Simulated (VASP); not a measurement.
# CsAs (R-3m) in VASP: single point with r2SCAN

Aim: the single point of CsAs with r2SCAN.

Everything below comes from runs of VASP 6.6.1. Logs are shortened: lines on timing, memory, paths and dates and some standing lists are left out, and cuts for length are marked.

## 1. The cell of the first run

The structure is trigonal, space group R-3m (No. 166). The conventional cell has a = 4.762 Å, b = 4.762 Å, c = 10.913 Å, α = 90.00°, β = 90.00°, γ = 120.00°. As (site symmetry -3m) has 6 Cs at 3.30 Å within 4.3 Å. Within 4.3 Å of Cs (site symmetry -3m) lie 6 As at 3.30 Å.

## 2. Single point, r2SCAN

POSCAR reads:

```
CsAs
1.0
    4.7623760000      0.0000000000      0.0000000000
   -2.3811880000      4.1243440000      0.0000000000
    0.0000000000      0.0000000000     10.9133010000
As Cs
3 3
Direct
    0.3333300000      0.3333300000      0.0000000000
    0.6666700000      0.0000000000      0.6666700000
    0.0000000000      0.6666700000      0.3333300000
    0.3333300000      0.3333300000      0.5000000000
    0.6666700000      0.0000000000      0.1666700000
    0.0000000000      0.6666700000      0.8333300000
```

INCAR.step1 reads:

```
SYSTEM = CsAs
PREC = Accurate
ENCUT = 520
ISMEAR = -1
SIGMA = 0.1
LREAL = .FALSE.
LASPH = .TRUE.
NELM = 80
NBANDS = 30
GGA = PE
ALGO = Normal
EDIFF = 1E-4
LWAVE = .TRUE.
LCHARG = .FALSE.
```

INCAR.step2 reads:

```
SYSTEM = CsAs
PREC = Accurate
ENCUT = 520
EDIFF = 1E-6
ISMEAR = -1
SIGMA = 0.1
LREAL = .FALSE.
LASPH = .TRUE.
NELM = 80
ALGO = Normal
ISIF = 2
LWAVE = .FALSE.
LCHARG = .FALSE.
METAGGA = R2SCAN
LMIXTAU = .TRUE.
NBANDS = 30
ISTART = 1
```

KPOINTS reads:

```
regular mesh
0
G
  8 8 3
  0 0 0
```

Potentials or basis: VASP PAW PBE potentials, release 64 (As, Cs_sv).

The run is started by

```console
$ cat potpaw_PBE.64/As/POTCAR potpaw_PBE.64/Cs_sv/POTCAR > POTCAR
$ cp INCAR.step1 INCAR
$ mpirun -np 1 vasp_std > vasp.out
$ cp INCAR.step2 INCAR
$ mpirun -np 1 vasp_std > vasp.out
```

OUTCAR:

```text
SYSTEM = CsAs
   PREC = Accurate
   ENCUT = 520
   EDIFF = 1E-6
   ISMEAR = -1
   LREAL = .FALSE.
   LASPH = .TRUE.
   NELM = 80
   ISIF = 2
   METAGGA = R2SCAN
   ISTART = 1

 ion  position               nearest neighbor table
   1  0.333  0.333  0.000-
   2  0.667  0.000  0.667-
   3  0.000  0.667  0.333-
   4  0.333  0.333  0.500-
   5  0.667  0.000  0.167-
   6  0.000  0.667  0.833-

  LATTYP: Found a hexagonal cell.
 ALAT       =     4.7623760000
 C/A-ratio  =     2.2915664366

  Lattice vectors:

 A1 = (   4.7623760000,   0.0000000000,   0.0000000000)
 A2 = (  -2.3811880000,   4.1243440000,   0.0000000000)
 A3 = (   0.0000000000,   0.0000000000,  10.9133010000)

Analysis of symmetry for initial positions (statically):
=====================================================================
 Subroutine PRICEL returns:
 Original cell was already a primitive cell.

 Routine SETGRP: Setting up the symmetry group for a
 hexagonal supercell.

 Subroutine GETGRP returns: Found  2 space group operations
 (whereof  2 operations were pure point group operations)
 out of a pool of 24 trial point group operations.

The static configuration has the point symmetry C_2 .

Analysis of symmetry for dynamics (positions and initial velocities):
=====================================================================
 Subroutine PRICEL returns:
 Original cell was already a primitive cell.

 Routine SETGRP: Setting up the symmetry group for a
 hexagonal supercell.

 Subroutine GETGRP returns: Found  2 space group operations
 (whereof  2 operations were pure point group operations)
 out of a pool of 24 trial point group operations.

The dynamic configuration has the point symmetry C_2 .

 Subroutine INISYM returns: Found  2 space group operations
 (whereof  2 operations are pure point group operations),
 and found     1 'primitive' translations

----------------------------------------------------------------------------------------

                                     Primitive cell

  volume of cell :     214.3555

  direct lattice vectors                    reciprocal lattice vectors
     4.762376000  0.000000000  0.000000000     0.209979220  0.121231401  0.000000000
    -2.381188000  4.124344000  0.000000000     0.000000000  0.242462801  0.000000000
     0.000000000  0.000000000 10.913301000     0.000000000  0.000000000  0.091631304

  length of vectors
     4.762376000  4.762380678 10.913301000     0.242463040  0.242462801  0.091631304

  position of ions in fractional coordinates (direct lattice)
     0.333330000  0.333330000  0.000000000
     0.666670000  0.000000000  0.666670000
     0.000000000  0.666670000  0.333330000
     0.333330000  0.333330000  0.500000000
     0.666670000  0.000000000  0.166670000
     0.000000000  0.666670000  0.833330000

  ion indices of the primitive-cell ions
   primitive index   ion index
                 1           1
                 2           2
                 3           3
                 4           4
                 5           5
                 6           6

----------------------------------------------------------------------------------------

 KPOINTS: regular mesh

Automatic generation of k-mesh.
 Grid dimensions read from file:
 generate k-points for:    8    8    3

 Generating k-lattice:

  Cartesian coordinates                     Fractional coordinates (reciprocal lattice)
     0.026247403  0.015153925  0.000000000     0.125000000  0.000000000  0.000000000
     0.000000000  0.030307850  0.000000000     0.000000000  0.125000000  0.000000000
     0.000000000  0.000000000  0.030543768     0.000000000  0.000000000  0.333333333

  Length of vectors
     0.030307880  0.030307850  0.030543768

  Shift w.r.t. Gamma in fractional coordinates (k-lattice)
     0.000000000  0.000000000  0.000000000

 Subroutine IBZKPT returns following result:
 ===========================================

 Found     57 irreducible k-points:

 Following reciprocal coordinates:
            Coordinates               Weight
  0.000000  0.000000  0.000000      1.000000
  0.125000 -0.000000  0.000000      4.000000
 -0.125000  0.125000  0.000000      2.000000
  0.250000 -0.000000  0.000000      4.000000
 -0.250000  0.250000  0.000000      2.000000
  0.375000  0.000000  0.000000      4.000000
[... 16 lines left out ...]
  0.125000 -0.000000  0.333333      4.000000
  0.000000  0.125000  0.333333      4.000000
 [... further k-points ...]
   k-points           NKPTS =     57   k-points in BZ     NKDIM =     57   number of bands    NBANDS=     30
   number of dos      NEDOS =    301   number of ions     NIONS =      6
   total plane-waves  NPLWV = 108864
   dimension x,y,z NGX =    36 NGY =   36 NGZ =   84
   dimension x,y,z NGXF=    72 NGYF=   72 NGZF=  168
   ions per type =               3   3
   NGX,Y,Z   is equivalent  to a cutoff of  12.57, 12.57, 12.80 a.u.
   NGXF,Y,Z  is equivalent  to a cutoff of  25.13, 25.13, 25.59 a.u.
 SYSTEM =  CsAs
   PREC   = accura    normal or accurate (medium, high low for compatibility)
   ISTART =      1    job   : 0-new  1-cont  2-samecut
   ICHARG =      0    charge: 1-file 2-atom 10-const
   ISPIN  =      1    spin polarized calculation?
   LNONCOLLINEAR =      F non collinear calculations
   LSORBIT =      F    spin-orbit coupling
   LASPH  =      T    aspherical Exc in radial PAW
   ENCUT  =  520.0 eV  38.22 Ry    6.18 a.u.   8.85  8.85 20.29*2*pi/ulx,y,z
   NELM   =     80;   NELMIN=  2; NELMDL=  0     # of ELM steps
   EDIFF  = 0.1E-05   stopping-criterion for ELM
   LREAL  =      F    real-space projection
   EDIFFG = 0.1E-04   stopping-criterion for IOM
   NSW    =      0    number of steps for IOM
   IBRION =     -1    ionic relax: 0-MD 1-quasi-New 2-CG
   NFREE  =      0    steps in history (QN), initial steepest desc. (CG)
   ISIF   =      2    stress and relaxation
   ISYM   =      2    0-nonsym 1-usesym 2-fastsym
   POTIM  = 0.5000    time-step for ionic-motion
   TEBEG  =    0.0;   TEEND  =   0.0 temperature during run
   PSTRESS=    0.0 pullay stress
   NELECT =      42.0000    total number of electrons
   NUPDOWN=      -1.0000    fix difference up-down
   EMIN   =  10.00;   EMAX   =-10.00  energy-range for DOS
   EFERMI =   0.00;   METHOD = LEGACY
   ISMEAR =    -1;   SIGMA  =   0.10  broadening in eV -4-tet -1-fermi 0-gaus
   EFERMI_NEDOS =   21; number of points for ismear=-14 and -15
   IALGO  =     38    algorithm
   IMIX   =      4    mixing-type and parameters
     AMIX     =   0.40;   BMIX     =  1.00
     AMIX_MAG =   1.60;   BMIX_MAG =  1.00
  volume/ion in A,a.u.               =      35.73       241.09
  Fermi-wavevector in a.u.,A,eV,Ry     =   0.950852  1.796850 12.301299  0.904120
  Thomas-Fermi vector in A             =   2.079268
   LORBIT       =      0    0 simple, 1 ext, 2 COOP (PROOUT), +10 PAW based schemes
   METAGGA = R2SCAN    functional components
   LHFCALC =     F    Hartree Fock is set to
   AEXX    =    0.0000 exact exchange contribution
   IVDW    =     0    specifies the selected vdW correction
   LEPSILON=     F    determine dielectric tensor
   LRPA    =     F    only Hartree local field effects (RPA)
 non-spin polarized calculation
  energy-cutoff  :      520.00
  volume of cell :      214.36
 maximum number of plane-waves:      5803
   NGX = 17   NGY = 17   NGZ = 41

 number of electron      42.0000001 magnetization

 Free energy of the ion-electron system (eV)
  ---------------------------------------------------
  ext. energy  EPLUGINS =         0.00000000
  ---------------------------------------------------
  free energy    TOTEN  =      -115.04281579 eV

  energy without entropy =     -114.64644481  energy(sigma->0) =     -114.84463030

 E-fermi :   1.7280     XC(G=0):  -8.9536

 val. band max:        1.7209529192   @ k =  -0.2500   0.2500   0.3333
 cond. band min:       1.7289363499   @ k =  -0.1250   0.1250   0.3333
 fundamental gap:      0.0079834307
 Fermi energy:         1.7279529610

 k-point     1 :       0.0000    0.0000    0.0000
  band No.  band energies     occupation
      1     -20.0496      2.00000
      2     -19.9688      2.00000
      3     -19.9688      2.00000
      4      -8.8514      2.00000
      5      -8.8514      2.00000
      6      -8.0851      2.00000
[... 22 lines left out ...]
     29       6.7619      0.00000
     30       6.8335      0.00000

 k-point     2 :       0.1250   -0.0000    0.0000
  band No.  band energies     occupation
      1     -20.0388      2.00000
      2     -19.9640      2.00000
      3     -19.9636      2.00000
      4      -8.8256      2.00000
      5      -8.7982      2.00000
      6      -8.2852      2.00000
[... 22 lines left out ...]
     29       6.8313      0.00000
     30       7.0659      0.00000

 k-point     3 :      -0.1250    0.1250    0.0000
  band No.  band energies     occupation
      1     -20.0388      2.00000
      2     -19.9640      2.00000
      3     -19.9636      2.00000
      4      -8.8256      2.00000
      5      -8.7982      2.00000
      6      -8.2852      2.00000
[... 22 lines left out ...]
     29       6.8313      0.00000
     30       7.0659      0.00000

 k-point     4 :       0.2500   -0.0000    0.0000
  band No.  band energies     occupation
      1     -20.0112      2.00000
      2     -19.9539      2.00000
      3     -19.9510      2.00000
      4      -8.8229      2.00000
      5      -8.6310      2.00000
      6      -8.6114      2.00000
[... 22 lines left out ...]
     29       7.5729      0.00000
     30       7.7302      0.00000

 k-point     5 :      -0.2500    0.2500    0.0000
  band No.  band energies     occupation
      1     -20.0112      2.00000
      2     -19.9539      2.00000
      3     -19.9510      2.00000
      4      -8.8229      2.00000
      5      -8.6310      2.00000
      6      -8.6114      2.00000
[... 22 lines left out ...]
     29       7.5729      0.00000
     30       7.7302      0.00000
[... 526 lines left out ...]
     29       7.7533      0.00000
     30       8.7802      0.00000

 k-point    22 :       0.0000    0.0000    0.3333
  band No.  band energies     occupation
      1     -20.0372      2.00000
      2     -20.0054      2.00000
      3     -19.9446      2.00000
      4      -9.0185      2.00000
      5      -8.5593      2.00000
      6      -8.2408      2.00000
[... 22 lines left out ...]
     29       6.9266      0.00000
     30       6.9266      0.00000

 k-point    23 :       0.1250   -0.0000    0.3333
  band No.  band energies     occupation
      1     -20.0273      2.00000
      2     -19.9976      2.00000
      3     -19.9415      2.00000
      4      -8.9452      2.00000
      5      -8.5744      2.00000
      6      -8.3998      2.00000
[... 22 lines left out ...]
     29       7.3474      0.00000
     30       7.3672      0.00000

 k-point    24 :       0.0000    0.1250    0.3333
  band No.  band energies     occupation
      1     -20.0271      2.00000
      2     -19.9980      2.00000
      3     -19.9414      2.00000
      4      -8.9363      2.00000
      5      -8.6176      2.00000
      6      -8.3603      2.00000
[... 22 lines left out ...]
     29       6.9118      0.00000
     30       6.9893      0.00000

 [... further k-points ...]
[... 5 lines left out ...]
  --------------------------------------------------------------------------------------
  -------------------------------------------------------------------------------------
  Total        7.8804305      7.8804522      6.1828980      0.0000009     -0.0000006      0.0000010
  in kB       58.9014291     58.9015911     46.2134052      0.0000066     -0.0000044      0.0000076
  external PRESSURE =      54.6721418 kB  Pullay stress =       0.0000000 kB

 VOLUME and BASIS-vectors are now :
 -----------------------------------------------------------------------------
  energy-cutoff  :      520.00
  volume of cell :      214.36
      direct lattice vectors                 reciprocal lattice vectors
     4.762376000  0.000000000  0.000000000     0.209979220  0.121231401  0.000000000
    -2.381188000  4.124344000  0.000000000     0.000000000  0.242462801  0.000000000
     0.000000000  0.000000000 10.913301000     0.000000000  0.000000000  0.091631304

 POSITION                                       TOTAL-FORCE (eV/Angst)
 -----------------------------------------------------------------------------------
      0.79372      1.37477      0.00000         0.000031      0.000053      0.000000
      3.17493      0.00000      7.27557        -0.000061     -0.000000     -0.000083
     -1.58747      2.74958      3.63773         0.000031     -0.000053      0.000083
      0.79372      1.37477      5.45665         0.000042      0.000073      0.000000
      3.17493      0.00000      1.81892        -0.000085      0.000000     -0.000088
     -1.58747      2.74958      9.09438         0.000042     -0.000073      0.000088
 -----------------------------------------------------------------------------------
    total drift:                               -0.000000     -0.000000      0.000000

  FREE ENERGIE OF THE ION-ELECTRON SYSTEM (eV)
  ---------------------------------------------------
  free  energy   TOTEN  =      -115.0428157876 eV

  energy  without entropy=     -114.6464448083  energy(sigma->0) =     -114.84463030
```

Run time: 18 min. Hardware: 1 thread of AMD EPYC 9R45 (Zen 5), shared host; peak memory 0.52 GiB.

What came out:

```
Free energy            : -115.0428 eV
Pressure               : 5.5 GPa
Band gap on the k mesh : zero (band 21 reaches 1.77 eV, above the bottom of band 22 at 1.74 eV)
```

Levels at points of the mesh, in eV from the Fermi level:
```csv
k point,band 19,band 20,band 21,band 22,band 23,band 24
"(0.00, 0.00, 0.00)",-0.66,-0.66,-0.66,0.53,0.53,0.61
"(0.50, 0.00, 0.00)",-0.49,-0.34,-0.34,0.28,0.51,0.61
"(0.50, 0.50, 0.00)",-0.49,-0.34,-0.34,0.28,0.51,0.61
```

Caveat: the PAW data sets were made with another functional, which shifts forces and pressure a little; spin-orbit coupling is left out, which moves the levels of the heavy elements.
